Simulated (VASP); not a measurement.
# Y (I4/mmm) in VASP: relaxation of cell and atoms with r2SCAN

Aim: the relaxation of cell and atoms of Y with r2SCAN.

All numbers are computed with VASP 6.6.1; they aren't measurements. Logs are shortened: lines on timing, memory, paths and dates and some standing lists are left out, and cuts for length are marked.

### Step 1. The cell of the first run

The structure is tetragonal, space group I4/mmm (No. 139). Conventional cell: a = 3.513 Å, b = 3.513 Å, c = 5.373 Å, α = 90.00°, β = 90.00°, γ = 90.00°. Within 4.6 Å of Y (site symmetry 4/mmm) lie 12 Y at 3.51 to 3.66 Å.

### Step 2. Relaxation of cell and atoms, r2SCAN

Input file POSCAR:

```
Y
1.0
   -1.7564293172      1.7564293172      2.6864724930
    1.7564293172     -1.7564293172      2.6864724930
    1.7564293172      1.7564293172     -2.6864724930
Y
1
Direct
    0.5000000000      0.5000000000      0.0000000000
```

Input file INCAR.step1:

```
SYSTEM = Y
PREC = Accurate
ENCUT = 600
ISMEAR = 0
SIGMA = 0.1
LREAL = .FALSE.
LASPH = .TRUE.
NELM = 100
GGA = PE
ALGO = Normal
EDIFF = 1E-4
LWAVE = .TRUE.
LCHARG = .FALSE.
```

Input file INCAR.step2:

```
SYSTEM = Y
PREC = Accurate
ENCUT = 600
EDIFF = 1E-6
ISMEAR = 0
SIGMA = 0.1
LREAL = .FALSE.
LASPH = .TRUE.
NELM = 100
ALGO = Normal
ISIF = 3
LWAVE = .FALSE.
LCHARG = .FALSE.
METAGGA = R2SCAN
LMIXTAU = .TRUE.
IBRION = 2
NSW = 90
EDIFFG = -0.04
ISTART = 1
```

Input file KPOINTS:

```
Automatic mesh
0
G
  8 8 8
  0 0 0
```

Potentials or basis: VASP PAW PBE potentials, release 64 (Y_sv).

On the command line:

```
cat potpaw_PBE.64/Y_sv/POTCAR > POTCAR
cp INCAR.step1 INCAR
mpirun -np 1 vasp_std > vasp.out
cp INCAR.step2 INCAR
mpirun -np 1 vasp_std > vasp.out
```

OUTCAR:

```text
SYSTEM = Y
   PREC = Accurate
   ENCUT = 600
   EDIFF = 1E-6
   ISMEAR = 0
   LREAL = .FALSE.
   LASPH = .TRUE.
   NELM = 100
   ISIF = 3
   METAGGA = R2SCAN
   IBRION = 2
   NSW = 90
   EDIFFG = -0.04
   ISTART = 1

 ion  position               nearest neighbor table
   1  0.500  0.500  0.000-

  LATTYP: Found a body centered tetragonal cell.
 ALAT       =     3.5128586344
 C/A-ratio  =     1.5295078866

  Lattice vectors:

 A1 = (  -1.7564293172,   1.7564293172,   2.6864724930)
 A2 = (   1.7564293172,  -1.7564293172,   2.6864724930)
 A3 = (   1.7564293172,   1.7564293172,  -2.6864724930)

Analysis of symmetry for initial positions (statically):
=====================================================================
 Subroutine PRICEL returns:
 Original cell was already a primitive cell.

 Routine SETGRP: Setting up the symmetry group for a
 body centered tetragonal supercell.

 Subroutine GETGRP returns: Found 16 space group operations
 (whereof 16 operations were pure point group operations)
 out of a pool of 16 trial point group operations.

The static configuration has the point symmetry D_4h.

Analysis of symmetry for dynamics (positions and initial velocities):
=====================================================================
 Subroutine PRICEL returns:
 Original cell was already a primitive cell.

 Routine SETGRP: Setting up the symmetry group for a
 body centered tetragonal supercell.

 Subroutine GETGRP returns: Found 16 space group operations
 (whereof 16 operations were pure point group operations)
 out of a pool of 16 trial point group operations.

The dynamic configuration has the point symmetry D_4h.

 Subroutine INISYM returns: Found 16 space group operations
 (whereof 16 operations are pure point group operations),
 and found     1 'primitive' translations

----------------------------------------------------------------------------------------

                                     Primitive cell

  volume of cell :      33.1515

  direct lattice vectors                    reciprocal lattice vectors
    -1.756429317  1.756429317  2.686472493     0.000000000  0.284668444  0.186117670
     1.756429317 -1.756429317  2.686472493     0.284668444  0.000000000  0.186117670
     1.756429317  1.756429317 -2.686472493     0.284668444  0.284668444  0.000000000

  length of vectors
     3.658855333  3.658855333  3.658855333     0.340111614  0.340111614  0.402581974

  position of ions in fractional coordinates (direct lattice)
     0.500000000  0.500000000  0.000000000

  ion indices of the primitive-cell ions
   primitive index   ion index
                 1           1

----------------------------------------------------------------------------------------

 KPOINTS: Automatic mesh

Automatic generation of k-mesh.
 Grid dimensions read from file:
 generate k-points for:    8    8    8

 Generating k-lattice:

  Cartesian coordinates                     Fractional coordinates (reciprocal lattice)
     0.000000000  0.035583555  0.023264709     0.125000000  0.000000000  0.000000000
     0.035583555  0.000000000  0.023264709     0.000000000  0.125000000  0.000000000
     0.035583555  0.035583555  0.000000000     0.000000000  0.000000000  0.125000000

  Length of vectors
     0.042513952  0.042513952  0.050322747

  Shift w.r.t. Gamma in fractional coordinates (k-lattice)
     0.000000000  0.000000000  0.000000000

 Subroutine IBZKPT returns following result:
 ===========================================

 Found     59 irreducible k-points:

 Following reciprocal coordinates:
            Coordinates               Weight
  0.000000  0.000000  0.000000      1.000000
  0.125000 -0.000000  0.000000      8.000000
  0.250000 -0.000000  0.000000      8.000000
  0.375000  0.000000  0.000000      8.000000
  0.500000 -0.000000  0.000000      4.000000
  0.125000  0.125000  0.000000      8.000000
[... 16 lines left out ...]
  0.250000  0.125000  0.125000     16.000000
  0.375000  0.125000  0.125000      8.000000
 [... further k-points ...]
   k-points           NKPTS =     59   k-points in BZ     NKDIM =     59   number of bands    NBANDS=      9
   number of dos      NEDOS =    301   number of ions     NIONS =      1
   total plane-waves  NPLWV =  27000
   dimension x,y,z NGX =    30 NGY =   30 NGZ =   30
   dimension x,y,z NGXF=    60 NGYF=   60 NGZF=   60
   ions per type =               1
   NGX,Y,Z   is equivalent  to a cutoff of  13.63, 13.63, 13.63 a.u.
   NGXF,Y,Z  is equivalent  to a cutoff of  27.26, 27.26, 27.26 a.u.
 SYSTEM =  Y
   PREC   = accura    normal or accurate (medium, high low for compatibility)
   ISTART =      1    job   : 0-new  1-cont  2-samecut
   ICHARG =      0    charge: 1-file 2-atom 10-const
   ISPIN  =      1    spin polarized calculation?
   LNONCOLLINEAR =      F non collinear calculations
   LSORBIT =      F    spin-orbit coupling
   LASPH  =      T    aspherical Exc in radial PAW
   ENCUT  =  600.0 eV  44.10 Ry    6.64 a.u.   7.31  7.31  7.31*2*pi/ulx,y,z
   NELM   =    100;   NELMIN=  2; NELMDL=  0     # of ELM steps
   EDIFF  = 0.1E-05   stopping-criterion for ELM
   LREAL  =      F    real-space projection
   EDIFFG = -.4E-01   stopping-criterion for IOM
   NSW    =     90    number of steps for IOM
   IBRION =      2    ionic relax: 0-MD 1-quasi-New 2-CG
   NFREE  =      1    steps in history (QN), initial steepest desc. (CG)
   ISIF   =      3    stress and relaxation
   ISYM   =      2    0-nonsym 1-usesym 2-fastsym
   POTIM  = 0.5000    time-step for ionic-motion
   TEBEG  =    0.0;   TEEND  =   0.0 temperature during run
   PSTRESS=    0.0 pullay stress
   NELECT =      11.0000    total number of electrons
   NUPDOWN=      -1.0000    fix difference up-down
   EMIN   =  10.00;   EMAX   =-10.00  energy-range for DOS
   EFERMI =   0.00;   METHOD = LEGACY
   ISMEAR =     0;   SIGMA  =   0.10  broadening in eV -4-tet -1-fermi 0-gaus
   EFERMI_NEDOS =   21; number of points for ismear=-14 and -15
   IALGO  =     38    algorithm
   IMIX   =      4    mixing-type and parameters
     AMIX     =   0.40;   BMIX     =  1.00
     AMIX_MAG =   1.60;   BMIX_MAG =  1.00
  volume/ion in A,a.u.               =      33.15       223.72
  Fermi-wavevector in a.u.,A,eV,Ry     =   1.133369  2.141756 17.477013  1.284524
  Thomas-Fermi vector in A             =   2.270071
   LORBIT       =      0    0 simple, 1 ext, 2 COOP (PROOUT), +10 PAW based schemes
   METAGGA = R2SCAN    functional components
   LHFCALC =     F    Hartree Fock is set to
   AEXX    =    0.0000 exact exchange contribution
   IVDW    =     0    specifies the selected vdW correction
   LEPSILON=     F    determine dielectric tensor
   LRPA    =     F    only Hartree local field effects (RPA)
 conjugate gradient relaxation of ions
 non-spin polarized calculation
 Gauss-broadening in eV      SIGMA  =   0.10
  energy-cutoff  :      600.00
  volume of cell :       33.15
 maximum number of plane-waves:      1120
 NGX is ok and might be reduce to    30
   NGX = 15   NGY = 15   NGZ = 15

--------------------------------------- Ionic step        1  -------------------------------------------

 number of electron      11.0000000 magnetization

 Free energy of the ion-electron system (eV)
  ---------------------------------------------------
  ext. energy  EPLUGINS =         0.00000000
  ---------------------------------------------------
  free energy    TOTEN  =       -20.21654508 eV

  energy without entropy =      -20.20811398  energy(sigma->0) =      -20.21232953

------------------------ aborting loop because EDIFF is reached ----------------------------------------

  FORCE on cell =-STRESS in cart. coord.  units (eV):
  Direction    XX          YY          ZZ          XY          YZ          ZX
  --------------------------------------------------------------------------------------
  -------------------------------------------------------------------------------------
  Total        0.0935643      0.0935643     -0.2421522      0.0000000      0.0000000      0.0000000
  in kB        4.5218583      4.5218583    -11.7029481      0.0000000      0.0000000      0.0000000
  external PRESSURE =      -0.8864105 kB  Pullay stress =       0.0000000 kB
[... 160 lines left out ...]
  energy  without entropy=      -20.2185500573  energy(sigma->0) =      -20.22264975

--------------------------------------- Ionic step        6  -------------------------------------------

 number of electron      11.0000000 magnetization

 Free energy of the ion-electron system (eV)
  ---------------------------------------------------
  ext. energy  EPLUGINS =         0.00000000
  ---------------------------------------------------
  free energy    TOTEN  =       -20.22708575 eV

  energy without entropy =      -20.21944749  energy(sigma->0) =      -20.22326662

 E-fermi :   3.0809     XC(G=0): -10.0617

 val. band max:        3.0258329791   @ k =  -0.3750  -0.3750   0.1250
 cond. band min:       3.1238913407   @ k =  -0.2500  -0.3750   0.1250
 fundamental gap:      0.0980583616
 Fermi energy:         3.0808558274

 k-point     1 :       0.0000    0.0000    0.0000
  band No.  band energies     occupation
      1     -41.1282      2.00000
      2     -20.1708      2.00000
      3     -20.1706      2.00000
      4     -20.1706      2.00000
      5      -1.9062      2.00000
      6       5.1070      0.00000
      7       5.1070      0.00000
      8       5.1299      0.00000
      9       7.2377      0.00000
[... 265 lines left out ...]
 k-point    24 :       0.3750    0.1250    0.1250
  band No.  band energies     occupation
      1     -41.0498      2.00000
      2     -20.6632      2.00000
      3     -20.3950      2.00000
      4     -20.2912      2.00000
      5       2.0459      2.00000
      6       2.8312      1.99959
      7       4.0096      0.00000
      8       5.7687      0.00000
      9       8.2661      0.00000

 [... further k-points ...]

------------------------ aborting loop because EDIFF is reached ----------------------------------------

  FORCE on cell =-STRESS in cart. coord.  units (eV):
  Direction    XX          YY          ZZ          XY          YZ          ZX
  --------------------------------------------------------------------------------------
  -------------------------------------------------------------------------------------
  Total        0.0009341      0.0009341      0.0167179      0.0000000      0.0000000      0.0000000
  in kB        0.0453891      0.0453891      0.8123373      0.0000000      0.0000000      0.0000000
  external PRESSURE =       0.3010385 kB  Pullay stress =       0.0000000 kB
[... 16 lines left out ...]
  FREE ENERGIE OF THE ION-ELECTRON SYSTEM (eV)
  ---------------------------------------------------
  free  energy   TOTEN  =       -20.2270857533 eV

  energy  without entropy=      -20.2194474919  energy(sigma->0) =      -20.22326662

 reached required accuracy - stopping structural energy minimisation
```

Run time: 6.6 min. Hardware: 1 thread of Intel Xeon Platinum 8488C (Sapphire Rapids), shared host; peak memory 0.21 GiB.

Results:

```yaml
Free_energy: -20.2271 eV
Relaxed_volume: 32.97 Å³/atom
Relaxed_cell: a = 3.598 Å, b = 3.598 Å, c = 3.598 Å, α = 119.90°, β = 119.90°, γ = 90.17°
Space_group_after_relaxing_to_0.1_Å: Fm-3m (No. 225)
Energy_gained_by_relaxing: 10.5 meV/atom
Ionic_steps: 6
Pressure_after_relaxing: 0.0 GPa
Band_gap_on_the_k_mesh: zero (an odd number of electrons rules out a gap without spin polarisation)
```

Stress tensor (GPa, compression positive):
```
0.00 0.00 0.00
0.00 0.00 0.00
0.00 0.00 0.08
```

Step by step:
```csv
step,energy change (eV),largest force (eV/Å),pressure (GPa),volume (Å³)
1,0.0000,0.0000,-0.09,33.15
2,-0.0035,0.0000,-0.02,33.06
3,-0.0101,0.0000,0.29,32.75
4,-0.0102,0.0000,0.38,32.68
5,-0.0102,0.0000,-0.30,33.27
6,-0.0105,0.0000,0.03,32.97
```

Final structure:
```
CELL_PARAMETERS angstrom
-1.80150 1.80150 2.53995
1.80150 -1.80150 2.53995
1.80150 1.80150 -2.53995
ATOMIC_POSITIONS crystal
Y 0.50000 0.50000 0.00000
```

Caveat: the PAW data sets were made with another functional, which shifts forces and pressure a little.
